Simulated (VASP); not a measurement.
Write the native input for VASP 6.6.1 that does the following.

| Item | Value |
| --- | --- |
| Task | relaxation of cell and atoms |
| Functional | PBEsol |
| Potentials or basis | VASP PAW PBE potentials, release 64 (Si, Ge_d) |
| Cutoff | 600 eV |
| k mesh | 12 × 12 × 6 |
| Occupations | gaussian, width 0.02 eV |
| Spin | no spin polarisation |
| Target pressure | -3 GPa |
| Dipole correction | no |
| Further INCAR settings | ALGO = Normal; EDIFF = 1e-07; IBRION = 2; EDIFFG = -0.008; NSW = 70; ISIF = 3 |

The structure of SiGe lies in POSCAR:

```
SiGe
1.0
    3.9375875234      0.0000000000      0.0000000000
   -1.9687937617      3.4100508249      0.0000000000
    0.0000000000      0.0000000000      6.5044975637
Si Ge
2 2
Direct
    0.6666666667      0.3333333333      0.8745463420
    0.3333333333      0.6666666667      0.3745463420
    0.6666666667      0.3333333333      0.5004526580
    0.3333333333      0.6666666667      0.0004526580
```

These files were run (other wordings do the same):

INCAR

```
SYSTEM = SiGe
PREC = Accurate ; ENCUT = 600
EDIFF = 1E-7 ; ISMEAR = 0
SIGMA = 0.02 ; LREAL = .False.
LASPH = .True. ; NELM = 80
ALGO = Normal ; ISIF = 3
LWAVE = .False. ; LCHARG = .False.
GGA = PS ; IBRION = 2
NSW = 70 ; EDIFFG = -0.008
PSTRESS = -30.0
```

KPOINTS

```
regular mesh
0
Gamma
  12 12 6
  0 0 0
```

Potentials or basis: VASP PAW PBE potentials, release 64 (Si, Ge_d).

Launch:

```console
$ cat potpaw_PBE.64/Si/POTCAR potpaw_PBE.64/Ge_d/POTCAR > POTCAR
$ mpirun -np 1 vasp_std > vasp.out
```

Results of the run:

The relaxed volume is 22.10 Å³/atom. The relaxed cell is a = 3.954 Å, b = 3.954 Å, c = 6.531 Å, α = 90.00°, β = 90.00°, γ = 120.00° and the space group after relaxing (to 0.05 Å) is P6_3mc (No. 186). The energy change on relaxing (the enthalpy is what falls) is +4.3 meV/atom and the ionic steps are 3. The pressure after relaxing is -3.0 GPa, the largest force after relaxing is 0.007 eV/Å and the band gap on the k mesh is 0.30 eV, direct.

Caveat: the cell is relaxed towards a set pressure, so the enthalpy falls and the energy may rise; the PAW data sets were made with another functional, which shifts forces and pressure a little.

It took 5 min on 1 thread of Intel Xeon 6975P-C, with other jobs on the host, peak memory 0.33 GiB.
